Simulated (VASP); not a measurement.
# Al4NiPt3 (P4/mmm) in VASP: single point with PBE

Aim: the single point of Al4NiPt3 with PBE.

Everything below comes from runs of VASP 6.6.1. Logs are shortened: lines on timing, memory, paths and dates and some standing lists are left out, and cuts for length are marked.

## (1) The cell of the first run

Symmetry: P4/mmm, No. 123, tetragonal system. Conventional cell: a = 3.040 Å, b = 3.040 Å, c = 12.220 Å, α = 90.00°, β = 90.00°, γ = 90.00°. Al (site symmetry 4mm) has 4 Ni at 2.55 Å and 4 Pt at 2.66 Å and 6 Al at 2.73 to 3.16 Å within 3.4 Å. Al (site symmetry 4mm) has 8 Pt at 2.67 Å and 6 Al at 3.04 to 3.17 Å within 3.5 Å. Within 3.4 Å of Ni (site symmetry 4/mmm) lie 8 Al at 2.55 Å and 2 Pt at 2.93 Å and 4 Ni at 3.04 Å. Pt (site symmetry 4mm) has 8 Al at 2.66 to 2.67 Å and 1 Ni at 2.93 Å and 5 Pt at 3.04 to 3.18 Å within 3.5 Å. Pt (site symmetry 4/mmm) has 8 Al at 2.67 Å and 6 Pt at 3.04 to 3.18 Å within 3.5 Å.

## (2) Single point, PBE

INCAR reads:

```
PREC     = Accurate       # precision mode
ENCUT    = 520            # plane-wave cutoff, eV
EDIFF    = 1E-6           # SCF threshold, eV
ISMEAR   = 0              # smearing method
SIGMA    = 0.1            # smearing width, eV
LREAL    = False          # projectors in reciprocal space
LASPH    = True           # aspherical terms in the spheres
NELM     = 100            # most SCF steps
ALGO     = Fast           # electronic algorithm
ISIF     = 2              # what is computed and relaxed
LWAVE    = False          # write WAVECAR
LCHARG   = True           # write CHGCAR
GGA      = PE             # functional
LELF     = True           # ELF
LVHAR    = True         
NBANDS   = 36             # bands
```

KPOINTS reads:

```
Automatic mesh
0
Gamma
  12 12 4
```

POSCAR reads:

```
Al4NiPt3
1.0
    3.0400508644      0.0000000000      0.0000000000
    0.0000000000      3.0400508644      0.0000000000
    0.0000000000      0.0000000000     12.2202839248
Al Ni Pt
4 1 3
Direct
    0.0000000000      0.0000000000      0.6118853119
    0.0000000000      0.0000000000      0.3881146881
    0.0000000000      0.0000000000      0.1298218513
    0.0000000000      0.0000000000      0.8701781487
    0.5000000000      0.5000000000      0.5000000000
    0.5000000000      0.5000000000      0.2598587849
    0.5000000000      0.5000000000      0.0000000000
    0.5000000000      0.5000000000      0.7401412151
```

Potentials or basis: VASP PAW PBE potentials, release 64 (Al, Ni, Pt).

Run with:

```bash
> cat potpaw_PBE.64/Al/POTCAR potpaw_PBE.64/Ni/POTCAR potpaw_PBE.64/Pt/POTCAR > POTCAR
> mpirun -np 1 vasp_std > vasp.out
```

OUTCAR:

```text
PREC = Accurate
   ENCUT = 520
   EDIFF = 1E-6
   ISMEAR = 0
   LREAL = False
   LASPH = True
   NELM = 100
   ISIF = 2
   GGA = PE

 ion  position               nearest neighbor table
   1  0.000  0.000  0.612-   5 2.55   5 2.55   5 2.55   5 2.55   8 2.66   8 2.66   8 2.66   8 2.66
                             2 2.73   4 3.16
   2  0.000  0.000  0.388-   5 2.55   5 2.55   5 2.55   5 2.55   6 2.66   6 2.66   6 2.66   6 2.66
                             1 2.73   3 3.16
   3  0.000  0.000  0.130-   7 2.67   7 2.67   7 2.67   7 2.67   6 2.67   6 2.67   6 2.67   6 2.67
                             2 3.16   4 3.17
   4  0.000  0.000  0.870-   7 2.67   7 2.67   7 2.67   7 2.67   8 2.67   8 2.67   8 2.67   8 2.67
                             1 3.16   3 3.17
   5  0.500  0.500  0.500-   1 2.55   2 2.55   1 2.55   2 2.55   1 2.55   2 2.55   1 2.55   2 2.55
                             6 2.93   8 2.93
   6  0.500  0.500  0.260-   2 2.66   2 2.66   2 2.66   2 2.66   3 2.67   3 2.67   3 2.67   3 2.67
                             5 2.93   7 3.18
   7  0.500  0.500  0.000-   3 2.67   4 2.67   3 2.67   4 2.67   3 2.67   4 2.67   3 2.67   4 2.67
                             6 3.18   8 3.18
   8  0.500  0.500  0.740-   1 2.66   1 2.66   1 2.66   1 2.66   4 2.67   4 2.67   4 2.67   4 2.67
                             5 2.93   7 3.18

  LATTYP: Found a simple tetragonal cell.
 ALAT       =     3.0400508644
 C/A-ratio  =     4.0197629809

  Lattice vectors:

 A1 = (   3.0400508644,   0.0000000000,   0.0000000000)
 A2 = (   0.0000000000,   3.0400508644,   0.0000000000)
 A3 = (   0.0000000000,   0.0000000000,  12.2202839248)

Analysis of symmetry for initial positions (statically):
=====================================================================
 Subroutine PRICEL returns:
 Original cell was already a primitive cell.

 Routine SETGRP: Setting up the symmetry group for a
 simple tetragonal supercell.

 Subroutine GETGRP returns: Found 16 space group operations
 (whereof 16 operations were pure point group operations)
 out of a pool of 16 trial point group operations.

The static configuration has the point symmetry D_4h.

Analysis of symmetry for dynamics (positions and initial velocities):
=====================================================================
 Subroutine PRICEL returns:
 Original cell was already a primitive cell.

 Routine SETGRP: Setting up the symmetry group for a
 simple tetragonal supercell.

 Subroutine GETGRP returns: Found 16 space group operations
 (whereof 16 operations were pure point group operations)
 out of a pool of 16 trial point group operations.

The dynamic configuration has the point symmetry D_4h.

 Subroutine INISYM returns: Found 16 space group operations
 (whereof 16 operations are pure point group operations),
 and found     1 'primitive' translations

----------------------------------------------------------------------------------------

                                     Primitive cell

  volume of cell :     112.9388

  direct lattice vectors                    reciprocal lattice vectors
     3.040050864  0.000000000  0.000000000     0.328941865  0.000000000  0.000000000
     0.000000000  3.040050864  0.000000000     0.000000000  0.328941865  0.000000000
     0.000000000  0.000000000 12.220283925     0.000000000  0.000000000  0.081831159

  length of vectors
     3.040050864  3.040050864 12.220283925     0.328941865  0.328941865  0.081831159

  position of ions in fractional coordinates (direct lattice)
     0.000000000  0.000000000  0.611885312
     0.000000000  0.000000000  0.388114688
     0.000000000  0.000000000  0.129821851
     0.000000000  0.000000000  0.870178149
     0.500000000  0.500000000  0.500000000
     0.500000000  0.500000000  0.259858785
     0.500000000  0.500000000  0.000000000
     0.500000000  0.500000000  0.740141215

  ion indices of the primitive-cell ions
   primitive index   ion index
                 1           1
                 2           2
                 3           3
                 4           4
                 5           5
                 6           6
                 7           7
                 8           8

----------------------------------------------------------------------------------------

 KPOINTS: Automatic mesh

Automatic generation of k-mesh.
 Grid dimensions read from file:
 generate k-points for:   12   12    4

 Generating k-lattice:

  Cartesian coordinates                     Fractional coordinates (reciprocal lattice)
     0.027411822  0.000000000  0.000000000     0.083333333  0.000000000  0.000000000
     0.000000000  0.027411822  0.000000000     0.000000000  0.083333333  0.000000000
     0.000000000  0.000000000  0.020457790     0.000000000  0.000000000  0.250000000

  Length of vectors
     0.027411822  0.027411822  0.020457790

  Shift w.r.t. Gamma in fractional coordinates (k-lattice)
     0.000000000  0.000000000  0.000000000

 Subroutine IBZKPT returns following result:
 ===========================================

 Found     84 irreducible k-points:

 Following reciprocal coordinates:
            Coordinates               Weight
  0.000000  0.000000  0.000000      1.000000
  0.083333  0.000000  0.000000      4.000000
  0.166667  0.000000  0.000000      4.000000
  0.250000  0.000000  0.000000      4.000000
  0.333333  0.000000  0.000000      4.000000
  0.416667  0.000000  0.000000      4.000000
[... 16 lines left out ...]
  0.333333  0.333333  0.000000      4.000000
  0.416667  0.333333  0.000000      8.000000
 [... further k-points ...]
   k-points           NKPTS =     84   k-points in BZ     NKDIM =     84   number of bands    NBANDS=     36
   number of dos      NEDOS =    301   number of ions     NIONS =      8
   total plane-waves  NPLWV =  55296
   dimension x,y,z NGX =    24 NGY =   24 NGZ =   96
   dimension x,y,z NGXF=    48 NGYF=   48 NGZF=  192
   ions per type =               4   1   3
   NGX,Y,Z   is equivalent  to a cutoff of  13.12, 13.12, 13.06 a.u.
   NGXF,Y,Z  is equivalent  to a cutoff of  26.25, 26.25, 26.12 a.u.
 SYSTEM =  unknown system
   PREC   = accura    normal or accurate (medium, high low for compatibility)
   ISTART =      0    job   : 0-new  1-cont  2-samecut
   ICHARG =      2    charge: 1-file 2-atom 10-const
   ISPIN  =      1    spin polarized calculation?
   LNONCOLLINEAR =      F non collinear calculations
   LSORBIT =      F    spin-orbit coupling
   LASPH  =      T    aspherical Exc in radial PAW
   ENCUT  =  520.0 eV  38.22 Ry    6.18 a.u.   5.65  5.65 22.72*2*pi/ulx,y,z
   NELM   =    100;   NELMIN=  2; NELMDL= -5     # of ELM steps
   EDIFF  = 0.1E-05   stopping-criterion for ELM
   LREAL  =      F    real-space projection
   EDIFFG = 0.1E-04   stopping-criterion for IOM
   NSW    =      0    number of steps for IOM
   IBRION =     -1    ionic relax: 0-MD 1-quasi-New 2-CG
   NFREE  =      0    steps in history (QN), initial steepest desc. (CG)
   ISIF   =      2    stress and relaxation
   ISYM   =      2    0-nonsym 1-usesym 2-fastsym
   POTIM  = 0.5000    time-step for ionic-motion
   TEBEG  =    0.0;   TEEND  =   0.0 temperature during run
   PSTRESS=    0.0 pullay stress
   NELECT =      52.0000    total number of electrons
   NUPDOWN=      -1.0000    fix difference up-down
   EMIN   =  10.00;   EMAX   =-10.00  energy-range for DOS
   EFERMI =   0.00;   METHOD = LEGACY
   ISMEAR =     0;   SIGMA  =   0.10  broadening in eV -4-tet -1-fermi 0-gaus
   EFERMI_NEDOS =   21; number of points for ismear=-14 and -15
   IALGO  =     68    algorithm
   IMIX   =      4    mixing-type and parameters
     AMIX     =   0.40;   BMIX     =  1.00
     AMIX_MAG =   1.60;   BMIX_MAG =  1.00
  volume/ion in A,a.u.               =      14.12        95.27
  Fermi-wavevector in a.u.,A,eV,Ry     =   1.264139  2.388877 21.742767  1.598048
  Thomas-Fermi vector in A             =   2.397460
   LORBIT       =      0    0 simple, 1 ext, 2 COOP (PROOUT), +10 PAW based schemes
   GGA     = PE    functional components
   LHFCALC =     F    Hartree Fock is set to
   AEXX    =    0.0000 exact exchange contribution
   IVDW    =     0    specifies the selected vdW correction
   LEPSILON=     F    determine dielectric tensor
   LRPA    =     F    only Hartree local field effects (RPA)
 non-spin polarized calculation
 RMM-DIIS sequential band-by-band and
 Gauss-broadening in eV      SIGMA  =   0.10
  energy-cutoff  :      520.00
  volume of cell :      112.94
 maximum number of plane-waves:      3064
 NGX is ok and might be reduce to    24
   NGX = 11   NGY = 11   NGZ = 45

 number of electron      51.9999998 magnetization

 Free energy of the ion-electron system (eV)
  ---------------------------------------------------
  ext. energy  EPLUGINS =         0.00000000
  ---------------------------------------------------
  free energy    TOTEN  =       -45.59511189 eV

  energy without entropy =      -45.57915465  energy(sigma->0) =      -45.58713327

 E-fermi :  10.5838     XC(G=0): -12.0672

 val. band max:       10.5745427549   @ k =   0.4167   0.1667   0.2500
 cond. band min:      10.5874547977   @ k =   0.4167   0.2500   0.0000
 fundamental gap:      0.0129120428
 Fermi energy:        10.5838170017

 k-point     1 :       0.0000    0.0000    0.0000
  band No.  band energies     occupation
      1      -0.9123      2.00000
      2       0.0906      2.00000
      3       0.3873      2.00000
      4       2.7258      2.00000
      5       3.5421      2.00000
      6       4.9506      2.00000
[... 28 lines left out ...]
     35      17.0242      0.00000
     36      17.6440      0.00000

 k-point     2 :       0.0833    0.0000    0.0000
  band No.  band energies     occupation
      1      -0.7827      2.00000
      2       0.2182      2.00000
      3       0.5014      2.00000
      4       2.8588      2.00000
      5       3.5332      2.00000
      6       4.9908      2.00000
[... 28 lines left out ...]
     35      16.9401      0.00000
     36      18.1069      0.00000

 k-point     3 :       0.1667    0.0000    0.0000
  band No.  band energies     occupation
      1      -0.4007      2.00000
      2       0.5905      2.00000
      3       0.8344      2.00000
      4       3.2404      2.00000
      5       3.5003      2.00000
      6       5.0696      2.00000
[... 28 lines left out ...]
     35      17.0890      0.00000
     36      17.3158      0.00000

 k-point     4 :       0.2500    0.0000    0.0000
  band No.  band energies     occupation
      1       0.2131      2.00000
      2       1.1758      2.00000
      3       1.3584      2.00000
      4       3.4376      2.00000
      5       3.8036      2.00000
      6       5.1029      2.00000
[... 28 lines left out ...]
     35      17.8279      0.00000
     36      18.2934      0.00000

 k-point     5 :       0.3333    0.0000    0.0000
  band No.  band energies     occupation
      1       1.0234      2.00000
      2       1.9152      2.00000
      3       2.0235      2.00000
      4       3.3649      2.00000
      5       4.3554      2.00000
      6       4.8617      2.00000
[... 655 lines left out ...]
 k-point    22 :       0.5000    0.2500    0.0000
  band No.  band energies     occupation
      1       3.3800      2.00000
      2       3.4521      2.00000
      3       3.6939      2.00000
      4       3.8550      2.00000
      5       4.0807      2.00000
      6       4.6584      2.00000
[... 28 lines left out ...]
     35      16.1073      0.00000
     36      16.1303      0.00000

 k-point    23 :       0.3333    0.3333    0.0000
  band No.  band energies     occupation
      1       2.5556      2.00000
      2       3.1436      2.00000
      3       3.2716      2.00000
      4       4.0634      2.00000
      5       4.7311      2.00000
      6       4.8193      2.00000
[... 28 lines left out ...]
     35      14.8467      0.00000
     36      15.7072      0.00000

 k-point    24 :       0.4167    0.3333    0.0000
  band No.  band energies     occupation
      1       3.0499      2.00000
      2       3.4578      2.00000
      3       3.7017      2.00000
      4       4.1078      2.00000
      5       4.6049      2.00000
      6       4.6723      2.00000
[... 28 lines left out ...]
     35      15.0000      0.00000
     36      15.3039      0.00000

 [... further k-points ...]

------------------------ aborting loop because EDIFF is reached ----------------------------------------

  FORCE on cell =-STRESS in cart. coord.  units (eV):
  Direction    XX          YY          ZZ          XY          YZ          ZX
  --------------------------------------------------------------------------------------
  -------------------------------------------------------------------------------------
  Total       -0.0755907     -0.0755907     -0.0555996      0.0000000      0.0000000      0.0000000
  in kB       -1.0723481     -1.0723481     -0.7887496      0.0000000      0.0000000      0.0000000
  external PRESSURE =      -0.9778153 kB  Pullay stress =       0.0000000 kB

 VOLUME and BASIS-vectors are now :
 -----------------------------------------------------------------------------
  energy-cutoff  :      520.00
  volume of cell :      112.94
      direct lattice vectors                 reciprocal lattice vectors
     3.040050864  0.000000000  0.000000000     0.328941865  0.000000000  0.000000000
     0.000000000  3.040050864  0.000000000     0.000000000  0.328941865  0.000000000
     0.000000000  0.000000000 12.220283925     0.000000000  0.000000000  0.081831159

 POSITION                                       TOTAL-FORCE (eV/Angst)
 -----------------------------------------------------------------------------------
      0.00000      0.00000      7.47741         0.000000      0.000000      0.014697
      0.00000      0.00000      4.74287         0.000000      0.000000     -0.014697
      0.00000      0.00000      1.58646         0.000000      0.000000      0.002187
      0.00000      0.00000     10.63382        -0.000000      0.000000     -0.002187
      1.52003      1.52003      6.11014         0.000000      0.000000      0.000000
      1.52003      1.52003      3.17555         0.000000     -0.000000      0.001884
      1.52003      1.52003      0.00000         0.000000      0.000000      0.000000
      1.52003      1.52003      9.04474         0.000000      0.000000     -0.001884
 -----------------------------------------------------------------------------------
    total drift:                                0.000000     -0.000000     -0.000000

  FREE ENERGIE OF THE ION-ELECTRON SYSTEM (eV)
  ---------------------------------------------------
  free  energy   TOTEN  =       -45.5951118887 eV

  energy  without entropy=      -45.5791546477  energy(sigma->0) =      -45.58713327
```

It took 5.2 min on 1 thread of Intel Xeon Platinum 8375C at 2.90GHz (Ice Lake), shared host; peak memory 0.44 GiB.

What came out:

| Item | Value |
| --- | --- |
| Free energy | -45.5951 eV |
| Pressure | -0.1 GPa |
| Largest force | 0.015 eV/Å |
| Band gap on the k mesh | zero (bands 26 and 27 overlap by 2.10 eV) |

Forces on the atoms (eV/Å):
```
Al   0.000  0.000  0.015
Al   0.000  0.000 -0.015
Al   0.000  0.000  0.002
Al   0.000  0.000 -0.002
Ni   0.000  0.000  0.000
Pt   0.000  0.000  0.002
Pt   0.000  0.000  0.000
Pt   0.000  0.000 -0.002
```

Levels at points of the mesh, in eV from the Fermi level:
```
           k point  band 24  band 25  band 26  band 27  band 28  band 29
(0.00, 0.00, 0.00)    -1.59    -0.97     0.27     0.50     4.20     4.20
(0.50, 0.00, 0.00)    -1.65    -1.22    -0.88    -0.72    -0.72     1.05
(0.50, 0.50, 0.00)    -0.52    -0.30    -0.30     0.97     1.07     1.43
(0.00, 0.00, 0.50)    -1.59    -0.99    -0.48     1.92     3.36     4.60
(0.50, 0.00, 0.50)    -1.66    -0.97    -0.95    -0.78    -0.70     1.82
(0.50, 0.50, 0.50)    -1.12     1.01     1.03     1.03     1.03     1.05
```

Caveat: spin-orbit coupling is left out, which moves the levels of the heavy elements. Spin polarisation is off, so any magnetic state and its effect on volume and gap are missing.
